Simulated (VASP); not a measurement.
Al16SbN15 (a cell with a defect), 32 atoms in the cell. The cell holds a defect, 32 atoms: a = 6.260 Å, b = 6.260 Å, c = 10.035 Å, α = 90.00°, β = 90.00°, γ = 120.00°. 

```yaml
Program: VASP 6.6.1
Task: single point
Functional: PBE
Potentials_or_basis: VASP PAW PBE potentials, release 64 (Al, N, Sb)
Cutoff: 520 eV
k_mesh: 1 × 1 × 1, shifted
Occupations: fermi-dirac, width 0.01 eV
Spin: no spin polarisation
Dipole_correction: no
Charge: 1
Further_INCAR_settings: LREAL = Auto; ALGO = Normal; EDIFF = 1e-06; NBANDS = 86; NELECT = 127.0
```

Potentials or basis: VASP PAW PBE potentials, release 64 (Al, N, Sb).

Launch:

```bash
$ cat potpaw_PBE.64/Al/POTCAR potpaw_PBE.64/N/POTCAR potpaw_PBE.64/Sb/POTCAR > POTCAR
$ mpirun -np 1 vasp_std > vasp.out
```

Hardware: 1 thread of Intel(R) Xeon(R) Platinum 8375C CPU @ 2.90GHz (Ice Lake) (shared host).

Q: Estimate the wall time of this run.

A: Wall time 4.8 min on 1 thread of Intel(R) Xeon(R) Platinum 8375C CPU @ 2.90GHz (Ice Lake), with other jobs on the host, peak memory 0.49 GiB. Counts: scf iterations 18, k points 6.
